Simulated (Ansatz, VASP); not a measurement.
## Two plane-wave programs on Hg3O2

```
Hg O
1.0
     3.84281    0.00000    0.00000
    -1.92141    3.32798    0.00000
     0.00000    0.00000    7.94037
Hg O
3 2
Direct
  0.00000 0.00000 0.00000
  0.33333 0.66667 0.67669
  0.66667 0.33333 0.32331
  0.33333 0.66667 0.34563
  0.66667 0.33333 0.65437
```

Alike in both runs: functional PBE; k mesh 12 × 12 × 6; occupations gaussian, width 0.1 eV; no spin polarisation.

Ansatz relaxed the structure, and its values are those at the end. VASP's run is a single point on that final structure, the one shown.

|  | VASP | Ansatz |
| --- | --- | --- |
| version | VASP 6.6.1 | Ansatz 0.2.0 |
| potentials or method | VASP PAW PBE potentials, release 64 (Hg, O), cutoff 520 eV | scalar-relativistic, plane waves, PAW |
| valence electrons in the cell | 48 | 72 |

VASP gave:

- gap on the k mesh at the Fermi level (eV): none
- pressure (GPa): 0.7
- rms of the force components (eV/Å): 0.013

**Question.** Which values does Ansatz return?

**Answer.** gap on the k mesh at the Fermi level (eV): none; pressure (GPa): 0.0; rms of the force components (eV/Å): 0.000.

A gap of «none» marks a metal or a gap that the smearing closes. The functional is the same, so the differences come from potentials, cutoffs and numerics. VASP's potentials hold 48 valence electrons a cell and Ansatz's 72, so a difference there can come from the potentials and not from the codes.

Spin-orbit coupling is off throughout.
